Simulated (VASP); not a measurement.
**In2GeS2: single point with PBE**

The system is In2GeS2.

```
CELL_PARAMETERS angstrom
3.80677 0.00000 0.00000
-1.90339 3.29676 0.00000
0.00000 0.00000 10.51843
ATOMIC_POSITIONS crystal
In 0.33333 0.66667 0.29747
In 0.66667 0.33333 0.70253
Ge 0.00000 0.00000 0.50000
S 0.33333 0.66667 0.82449
S 0.66667 0.33333 0.17551
```

The cell was built from a structure type or drawn by symmetry, and may not be a known phase.

```json
{"Program": "VASP 6.6.1", "Task": "single point", "Functional": "PBE", "Potentials or basis": "VASP PAW PBE potentials, release 64 (In_d, Ge_d, S)", "Cutoff": "520 eV", "k mesh": "12 × 12 × 4", "Occupations": "gaussian, width 0.1 eV", "Spin": "no spin polarisation"}
```

- Pressure: -0.1 GPa
- Largest force: 0.006 eV/Å
- Band gap on the k mesh: zero (bands 26 and 27 overlap by 1.85 eV)

Forces on the atoms (eV/Å):
```
In   0.000  0.000 -0.006
In   0.000  0.000  0.006
Ge   0.000  0.000  0.000
S    0.000  0.000 -0.005
S    0.000  0.000  0.005
```

Levels at points of the mesh, in eV from the Fermi level:
| k point | band 23 | band 24 | band 25 | band 26 | band 27 | band 28 | band 29 | band 30 |
| --- | --- | --- | --- | --- | --- | --- | --- | --- |
| (0.00, 0.00, 0.00) | -1.04 | -1.04 | -0.67 | 1.14 | 2.55 | 2.55 | 2.97 | 4.37 |
| (0.50, 0.00, 0.00) | -2.16 | -2.06 | -2.01 | -0.31 | 0.01 | 1.25 | 2.71 | 3.80 |
| (0.00, 0.00, 0.50) | -1.07 | -1.04 | -1.04 | 1.75 | 2.55 | 2.55 | 2.82 | 4.29 |
| (0.50, 0.00, 0.50) | -2.16 | -2.11 | -2.07 | -0.07 | 0.22 | 1.27 | 2.49 | 3.49 |

Wall time 7.6 min on 1 thread of Intel Xeon 8259CL (shared host), peak memory 0.43 GiB.

Caveat: spin-orbit coupling is left out, which moves the levels of the heavy elements; this functional lacks dispersion, which binds the layers, so the pressure and a relaxed spacing across them are unreliable.
